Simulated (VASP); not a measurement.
# TaN (Fm-3m) in VASP: settings compared, part 2 of 2

VASP 6.6.1.

### 3 Single point, r2SCAN

POSCAR reads:

```
TaN
1.0
    0.0000000000      2.2113230000      2.2113230000
    2.2113230000      0.0000000000      2.2113230000
    2.2113230000      2.2113230000      0.0000000000
Ta N
1 1
Direct
    0.5000000000      0.5000000000      0.5000000000
    0.0000000000      0.0000000000      0.0000000000
```

INCAR.step1 reads:

```
PREC     = Accurate       # precision mode
ENCUT    = 660            # plane-wave cutoff, eV
ISMEAR   = -1             # smearing method
SIGMA    = 0.05           # smearing width, eV
LREAL    = F              # projectors in reciprocal space
LASPH    = T              # aspherical terms in the spheres
NELM     = 120            # most SCF steps
NBANDS   = 16             # bands
GGA      = PE             # functional
ALGO     = Normal         # electronic algorithm
EDIFF    = 1E-5           # SCF threshold, eV
LWAVE    = T              # write WAVECAR
LCHARG   = F              # write CHGCAR
GGA_COMPAT= F
```

INCAR.step2 reads:

```
PREC     = Accurate       # precision mode
ENCUT    = 660            # plane-wave cutoff, eV
EDIFF    = 1E-6           # SCF threshold, eV
ISMEAR   = -1             # smearing method
SIGMA    = 0.05           # smearing width, eV
LREAL    = F              # projectors in reciprocal space
LASPH    = T              # aspherical terms in the spheres
NELM     = 120            # most SCF steps
ALGO     = Normal         # electronic algorithm
ISIF     = 2              # what is computed and relaxed
LWAVE    = F              # write WAVECAR
LCHARG   = T              # write CHGCAR
METAGGA  = R2SCAN         # meta-GGA
LMIXTAU  = T            
LELF     = T              # ELF
LVHAR    = T            
NBANDS   = 16             # bands
ISTART   = 1            
GGA_COMPAT= F
```

KPOINTS reads:

```
Automatic mesh
0
Gamma
  10 10 10
```

Potentials or basis: VASP PAW PBE potentials, release 64 (Ta_sv_GW, N).

On the command line:

```bash
cat potpaw_PBE.64/Ta_sv_GW/POTCAR potpaw_PBE.64/N/POTCAR > POTCAR
cp INCAR.step1 INCAR
mpirun -np 1 vasp_std > vasp.out
cp INCAR.step2 INCAR
mpirun -np 1 vasp_std > vasp.out
```

OUTCAR:

```text
PREC = Accurate
   ENCUT = 660
   EDIFF = 1E-6
   ISMEAR = -1
   LREAL = F
   LASPH = T
   NELM = 120
   ISIF = 2
   METAGGA = R2SCAN
   ISTART = 1

 ion  position               nearest neighbor table
   1  0.500  0.500  0.500-   2 2.21   2 2.21   2 2.21   2 2.21   2 2.21   2 2.21
   2  0.000  0.000  0.000-   1 2.21   1 2.21   1 2.21   1 2.21   1 2.21   1 2.21

  LATTYP: Found a face centered cubic cell.
 ALAT       =     4.4226460000

  Lattice vectors:

 A1 = (   0.0000000000,   2.2113230000,   2.2113230000)
 A2 = (   2.2113230000,   0.0000000000,   2.2113230000)
 A3 = (   2.2113230000,   2.2113230000,   0.0000000000)

Analysis of symmetry for initial positions (statically):
=====================================================================
 Subroutine PRICEL returns:
 Original cell was already a primitive cell.

 Routine SETGRP: Setting up the symmetry group for a
 face centered cubic supercell.

 Subroutine GETGRP returns: Found 48 space group operations
 (whereof 48 operations were pure point group operations)
 out of a pool of 48 trial point group operations.

The static configuration has the point symmetry O_h .

Analysis of symmetry for dynamics (positions and initial velocities):
=====================================================================
 Subroutine PRICEL returns:
 Original cell was already a primitive cell.

 Routine SETGRP: Setting up the symmetry group for a
 face centered cubic supercell.

 Subroutine GETGRP returns: Found 48 space group operations
 (whereof 48 operations were pure point group operations)
 out of a pool of 48 trial point group operations.

The dynamic configuration has the point symmetry O_h .

 Subroutine INISYM returns: Found 48 space group operations
 (whereof 48 operations are pure point group operations),
 and found     1 'primitive' translations

----------------------------------------------------------------------------------------

[... 110 lines left out ...]
   IMIX   =      4    mixing-type and parameters
     AMIX     =   0.40;   BMIX     =  1.00
     AMIX_MAG =   1.60;   BMIX_MAG =  1.00
  volume/ion in A,a.u.               =      10.81        72.97
  Fermi-wavevector in a.u.,A,eV,Ry     =   1.539939  2.910063 32.265016  2.371412
  Thomas-Fermi vector in A             =   2.646096
   LORBIT       =      0    0 simple, 1 ext, 2 COOP (PROOUT), +10 PAW based schemes
   METAGGA = R2SCAN    functional components
   LHFCALC =     F    Hartree Fock is set to
   AEXX    =    0.0000 exact exchange contribution
   IVDW    =     0    specifies the selected vdW correction
   LEPSILON=     F    determine dielectric tensor
   LRPA    =     F    only Hartree local field effects (RPA)
 non-spin polarized calculation
  energy-cutoff  :      660.00
  volume of cell :       21.63
 maximum number of plane-waves:       869
 NGX is ok and might be reduce to    28
   NGX = 13   NGY = 13   NGZ = 13

 number of electron      18.0000000 magnetization

 Free energy of the ion-electron system (eV)
  ---------------------------------------------------
  ext. energy  EPLUGINS =         0.00000000
  ---------------------------------------------------
  free energy    TOTEN  =       -62.21593763 eV

  energy without entropy =      -62.21032536  energy(sigma->0) =      -62.21313149

 E-fermi :  13.6306     XC(G=0): -14.6541

 val. band max:       13.5196564108   @ k =  -0.2000   0.2000   0.0000
 cond. band min:      13.6664626332   @ k =  -0.3000   0.3000   0.1000
 fundamental gap:      0.1468062224
 Fermi energy:        13.6305507286

 k-point     1 :       0.0000    0.0000    0.0000
  band No.  band energies     occupation
      1     -58.0972      2.00000
      2     -23.5780      2.00000
      3     -23.5780      2.00000
      4     -23.5780      2.00000
      5      -6.2390      2.00000
      6       9.5168      2.00000
[... 433 lines left out ...]
      3     -23.8085      2.00000
      4     -23.7839      2.00000
      5      -4.7277      2.00000
      6       5.3204      2.00000
[... 8 lines left out ...]
     15      24.7259      0.00000
     16      29.2707      0.00000

 [... further k-points ...]

------------------------ aborting loop because EDIFF is reached ----------------------------------------

  FORCE on cell =-STRESS in cart. coord.  units (eV):
  Direction    XX          YY          ZZ          XY          YZ          ZX
  --------------------------------------------------------------------------------------
  -------------------------------------------------------------------------------------
  Total       -0.8418082     -0.8418082     -0.8418082     -0.0000000     -0.0000000      0.0000000
  in kB      -62.3644651    -62.3644651    -62.3644651     -0.0000000     -0.0000000      0.0000000
  external PRESSURE =     -62.3644651 kB  Pullay stress =       0.0000000 kB

 VOLUME and BASIS-vectors are now :
 -----------------------------------------------------------------------------
  energy-cutoff  :      660.00
  volume of cell :       21.63
      direct lattice vectors                 reciprocal lattice vectors
     0.000000000  2.211323000  2.211323000    -0.226108985  0.226108985  0.226108985
     2.211323000  0.000000000  2.211323000     0.226108985 -0.226108985  0.226108985
     2.211323000  2.211323000  0.000000000     0.226108985  0.226108985 -0.226108985

 POSITION                                       TOTAL-FORCE (eV/Angst)
 -----------------------------------------------------------------------------------
      2.21132      2.21132      2.21132        -0.000000     -0.000000     -0.000000
      0.00000      0.00000      0.00000         0.000000      0.000000      0.000000
 -----------------------------------------------------------------------------------
    total drift:                                0.000000      0.000000      0.000000

  FREE ENERGIE OF THE ION-ELECTRON SYSTEM (eV)
  ---------------------------------------------------
  free  energy   TOTEN  =       -62.2159376278 eV

  energy  without entropy=      -62.2103253597  energy(sigma->0) =      -62.21313149
```

OUTCAR.step1:

```text
PREC = Accurate
   ENCUT = 660
   ISMEAR = -1
   LREAL = F
   LASPH = T
   NELM = 120
[... 675 lines left out ...]
 -----------------------------------------------------------------------------------
      2.21132      2.21132      2.21132        -0.000000      0.000000     -0.000000
      0.00000      0.00000      0.00000         0.000000     -0.000000      0.000000
 -----------------------------------------------------------------------------------
    total drift:                                0.000000      0.000000      0.000000

  FREE ENERGIE OF THE ION-ELECTRON SYSTEM (eV)
  ---------------------------------------------------
  free  energy   TOTEN  =       -24.3743176626 eV

  energy  without entropy=      -24.3685010516  energy(sigma->0) =      -24.37140936
```

OSZICAR.step1:

```text
N       E                     dE             d eps       ncg     rms          rms(c)
DAV:   1     0.124475559579E+03    0.12448E+03   -0.12770E+04  1504   0.137E+03
DAV:   2    -0.223125501711E+02   -0.14679E+03   -0.14129E+03  2136   0.361E+02
DAV:   3    -0.284645234387E+02   -0.61520E+01   -0.61412E+01  1784   0.650E+01
DAV:   4    -0.286218752535E+02   -0.15735E+00   -0.15735E+00  2104   0.718E+00
DAV:   5    -0.286254770972E+02   -0.36018E-02   -0.36018E-02  1880   0.800E-01    0.431E+01
DAV:   6    -0.245301444166E+02    0.40953E+01   -0.90054E+00  1808   0.271E+01    0.456E+01
DAV:   7    -0.244264371714E+02    0.10371E+00   -0.48323E-01  1536   0.595E+00    0.247E+01
DAV:   8    -0.243755313194E+02    0.50906E-01   -0.16590E-01  1792   0.337E+00    0.118E+00
DAV:   9    -0.243743516659E+02    0.11797E-02   -0.48129E-03  1744   0.664E-01    0.700E-01
DAV:  10    -0.243743220700E+02    0.29596E-04   -0.15230E-03  1608   0.364E-01    0.113E-01
DAV:  11    -0.243743249518E+02   -0.28818E-05   -0.10193E-04  1808   0.111E-01    0.190E-01
DAV:  12    -0.243743176626E+02    0.72893E-05   -0.15171E-05  1360   0.371E-02
   1 F= -.24374318E+02 E0= -.24371409E+02  d E =-.581661E-02
```

Wall time 89 s (1 thread of Intel Xeon Platinum 8375C at 2.90GHz (Ice Lake), shared host); peak memory 0.19 GiB.

Results:

| Property | Result |
| --- | --- |
| Free energy | -62.2159 eV |
| Pressure | -6.2 GPa |
| Band gap on the k mesh | zero (band 9 reaches 15.48 eV, above the bottom of band 10 at 11.50 eV) |

Levels at points of the mesh, in eV from the Fermi level:
```
           k point  band 6  band 7  band 8  band 9  band 10  band 11  band 12  band 13
(0.00, 0.00, 0.00)   -4.11   -4.11   -4.11   -2.13    -2.13    -2.13     0.14     0.14
(0.50, 0.00, 0.00)  -10.70   -7.86   -7.86    1.85     1.85     1.99     3.95     7.64
(0.50, 0.50, 0.00)   -7.07   -5.51   -4.97   -4.97     2.17     3.43     3.43     4.53
```

Caveat: the PAW data sets were made with another functional, which shifts forces and pressure a little; spin-orbit coupling is left out, which moves the levels of the heavy elements.

### 4 Single point, LDA

INCAR reads:

```
SYSTEM = TaN
PREC     = Accurate       ! precision mode
ENCUT    = 600            ! plane-wave cutoff, eV
EDIFF    = 1E-6           ! SCF threshold, eV
ISMEAR   = -1             ! smearing method
SIGMA    = 0.05           ! smearing width, eV
LREAL    = .FALSE.        ! projectors in reciprocal space
LASPH    = .TRUE.         ! aspherical terms in the spheres
NELM     = 120            ! most SCF steps
ALGO     = Normal         ! electronic algorithm
ISIF     = 2              ! what is computed and relaxed
LWAVE    = .FALSE.        ! write WAVECAR
LCHARG   = .FALSE.        ! write CHGCAR
GGA      = CA             ! functional
NBANDS   = 16             ! bands
GGA_COMPAT= .FALSE.
```

KPOINTS reads:

```
regular mesh
0
G
  10 10 10
  0 0 0
```

POSCAR is that of step 3.

Potentials or basis: VASP PAW LDA potentials, release 64 (Ta_sv_GW, N).

On the command line:

```bash
cat potpaw_LDA.64/Ta_sv_GW/POTCAR potpaw_LDA.64/N/POTCAR > POTCAR
mpirun -np 1 vasp_std > vasp.out
```

Wall time 12 s (1 thread of Intel Xeon Platinum 8559C (Emerald Rapids), shared host); peak memory 0.16 GiB.

Results (log left out):

```yaml
Free_energy: -26.6319 eV
Pressure: -16.3 GPa
Band_gap_on_the_k_mesh: zero (band 9 reaches 15.05 eV, above the bottom of band 10 at 11.14 eV)
```

Levels at points of the mesh, in eV from the Fermi level:
```csv
k point,band 7,band 8,band 9,band 10,band 11,band 12
"(0.00, 0.00, 0.00)",-3.73,-3.73,-2.11,-2.11,-2.11,-0.03
"(0.50, 0.00, 0.00)",-7.46,-7.46,1.81,1.81,1.92,3.85
"(0.50, 0.50, 0.00)",-5.37,-4.53,-4.53,1.98,3.41,3.41
```

Caveat: spin-orbit coupling is left out, which moves the levels of the heavy elements.

### 5 Single point, r2SCAN+U

POSCAR is that of step 4.

INCAR.step1 reads:

```
SYSTEM = TaN
  PREC = Accurate
  ENCUT = 660
  ISMEAR = -1
  SIGMA = 0.05
  LREAL = .False.
  LASPH = .True.
  NELM = 200
  LMAXMIX = 4
  LDAU = .True.
  LDAUTYPE = 2
  LDAUL = 2 -1
  LDAUU = 1 0
  LDAUJ = 0 0
  NBANDS = 16
  GGA = PE
  ALGO = Normal
  EDIFF = 1E-5
  LWAVE = .True.
  LCHARG = .False.
  GGA_COMPAT = .False.
```

INCAR.step2 reads:

```
SYSTEM = TaN
  PREC = Accurate
  ENCUT = 660
  EDIFF = 1E-6
  ISMEAR = -1
  SIGMA = 0.05
  LREAL = .False.
  LASPH = .True.
  NELM = 200
  ALGO = Normal
  ISIF = 2
  LWAVE = .False.
  LCHARG = .False.
  LMAXMIX = 4
  LDAU = .True.
  LDAUTYPE = 2
  LDAUL = 2 -1
  LDAUU = 1 0
  LDAUJ = 0 0
  LDAUPRINT = 1
  METAGGA = R2SCAN
  LMIXTAU = .True.
  NBANDS = 16
  ISTART = 1
  GGA_COMPAT = .False.
```

KPOINTS reads:

```
regular mesh
0
Gamma
  10 10 10
  0 0 0
```

Potentials or basis: VASP PAW PBE potentials, release 64 (Ta_sv_GW, N).

On the command line:

```bash
cat potpaw_PBE.64/Ta_sv_GW/POTCAR potpaw_PBE.64/N/POTCAR > POTCAR
cp INCAR.step1 INCAR
mpirun -np 1 vasp_std > vasp.out
cp INCAR.step2 INCAR
mpirun -np 1 vasp_std > vasp.out
```

OUTCAR:

```text
SYSTEM = TaN
   PREC = Accurate
   ENCUT = 660
   EDIFF = 1E-6
   ISMEAR = -1
   LREAL = .False.
   LASPH = .True.
   NELM = 200
   ISIF = 2
   METAGGA = R2SCAN
   ISTART = 1

 ion  position               nearest neighbor table
   1  0.500  0.500  0.500-   2 2.21   2 2.21   2 2.21   2 2.21   2 2.21   2 2.21
   2  0.000  0.000  0.000-   1 2.21   1 2.21   1 2.21   1 2.21   1 2.21   1 2.21

  LATTYP: Found a face centered cubic cell.
 ALAT       =     4.4226460000

  Lattice vectors:

 A1 = (   0.0000000000,   2.2113230000,   2.2113230000)
 A2 = (   2.2113230000,   0.0000000000,   2.2113230000)
 A3 = (   2.2113230000,   2.2113230000,   0.0000000000)

Analysis of symmetry for initial positions (statically):
=====================================================================
 Subroutine PRICEL returns:
 Original cell was already a primitive cell.

 Routine SETGRP: Setting up the symmetry group for a
 face centered cubic supercell.

 Subroutine GETGRP returns: Found 48 space group operations
 (whereof 48 operations were pure point group operations)
 out of a pool of 48 trial point group operations.
[... 197 lines left out ...]

  energy without entropy =      -61.31362706  energy(sigma->0) =      -61.31616311

 E-fermi :  13.7564     XC(G=0): -14.6612

 val. band max:       13.6297412881   @ k =  -0.3000   0.4000   0.2000
 cond. band min:      13.7915668231   @ k =  -0.3000   0.3000   0.1000
 fundamental gap:      0.1618255350
 Fermi energy:        13.7563602959

 k-point     1 :       0.0000    0.0000    0.0000
  band No.  band energies     occupation
      1     -58.1759      2.00000
      2     -23.6499      2.00000
      3     -23.6499      2.00000
      4     -23.6499      2.00000
      5      -6.1969      2.00000
      6       9.5762      2.00000
[... 433 lines left out ...]
      3     -23.8791      2.00000
      4     -23.8547      2.00000
      5      -4.6528      2.00000
      6       5.3774      2.00000
[... 8 lines left out ...]
     15      24.7268      0.00000
     16      29.2987      0.00000

 [... further k-points ...]

------------------------ aborting loop because EDIFF is reached ----------------------------------------

  FORCE on cell =-STRESS in cart. coord.  units (eV):
  Direction    XX          YY          ZZ          XY          YZ          ZX
  --------------------------------------------------------------------------------------
  -------------------------------------------------------------------------------------
  Total       -0.4564455     -0.4564455     -0.4564455      0.0000000      0.0000000      0.0000000
  in kB      -33.8152773    -33.8152773    -33.8152773      0.0000000      0.0000000      0.0000000
  external PRESSURE =     -33.8152773 kB  Pullay stress =       0.0000000 kB

 VOLUME and BASIS-vectors are now :
 -----------------------------------------------------------------------------
  energy-cutoff  :      660.00
  volume of cell :       21.63
      direct lattice vectors                 reciprocal lattice vectors
     0.000000000  2.211323000  2.211323000    -0.226108985  0.226108985  0.226108985
     2.211323000  0.000000000  2.211323000     0.226108985 -0.226108985  0.226108985
     2.211323000  2.211323000  0.000000000     0.226108985  0.226108985 -0.226108985

 POSITION                                       TOTAL-FORCE (eV/Angst)
 -----------------------------------------------------------------------------------
      2.21132      2.21132      2.21132         0.000000      0.000000      0.000000
      0.00000      0.00000      0.00000        -0.000000     -0.000000     -0.000000
 -----------------------------------------------------------------------------------
    total drift:                                0.000000      0.000000      0.000000

  FREE ENERGIE OF THE ION-ELECTRON SYSTEM (eV)
  ---------------------------------------------------
  free  energy   TOTEN  =       -61.3186991543 eV

  energy  without entropy=      -61.3136270633  energy(sigma->0) =      -61.31616311
```

OUTCAR.step1:

```text
SYSTEM = TaN
   PREC = Accurate
   ENCUT = 660
   ISMEAR = -1
   LREAL = .False.
   LASPH = .True.
[... 681 lines left out ...]
      2.21132      2.21132      2.21132         0.000000      0.000000      0.000000
      0.00000      0.00000      0.00000        -0.000000     -0.000000      0.000000
 -----------------------------------------------------------------------------------
    total drift:                                0.000000      0.000000      0.000000

  FREE ENERGIE OF THE ION-ELECTRON SYSTEM (eV)
  ---------------------------------------------------
  free  energy   TOTEN  =       -23.4683037080 eV

  energy  without entropy=      -23.4630555624  energy(sigma->0) =      -23.46567964
```

Run time: 75 s. Hardware: 1 thread of Intel Xeon Platinum 8375C at 2.90GHz (Ice Lake), shared host; peak memory 0.19 GiB.

What came out:

| Item | Value |
| --- | --- |
| Free energy | -61.3187 eV |
| Pressure | -3.4 GPa |
| Band gap on the k mesh | zero (band 9 reaches 15.65 eV, above the bottom of band 10 at 11.64 eV) |

Eigenvalues of the final occupation matrices:
```
    site  spin  trace               eigenvalues
site 1 d     1   1.17  0.19 0.19 0.26 0.26 0.26
site 1 d     2   1.17  0.19 0.19 0.26 0.26 0.26
```

Caveat: the PAW data sets were made with another functional, which shifts forces and pressure a little; spin-orbit coupling is left out, which moves the levels of the heavy elements; U without spin polarisation on a metal has little footing.

### 6 The runs side by side

```csv
level,potentials or basis,U,cutoff (eV),smearing,gap on the mesh (eV),pressure (GPa)
LDA,"VASP PAW LDA potentials, release 64 (Ta_sv_GW, N)",-,600,gaussian 0.05 eV,none,-16.3
r2SCAN,"VASP PAW PBE potentials, release 64 (Ta_sv_GW, N)",-,660,fermi-dirac 0.05 eV,none,-6.2
LDA,"VASP PAW LDA potentials, release 64 (Ta_sv_GW, N)",-,600,fermi-dirac 0.05 eV,none,-16.3
r2SCAN+U,"VASP PAW PBE potentials, release 64 (Ta_sv_GW, N)",Ta d U = 1.0 eV,660,fermi-dirac 0.05 eV,none,-3.4
```

Alike in all rows: task single point; no spin polarisation; cell as given; k mesh 10 × 10 × 10.

Caveats: spin-orbit coupling is left out, which moves the levels of the heavy elements; the PAW data sets were made with another functional, which shifts forces and pressure a little (some runs); U without spin polarisation on a metal has little footing (some runs).

Total energies depend on the potentials used, so only differences within one code and one set of settings carry meaning.
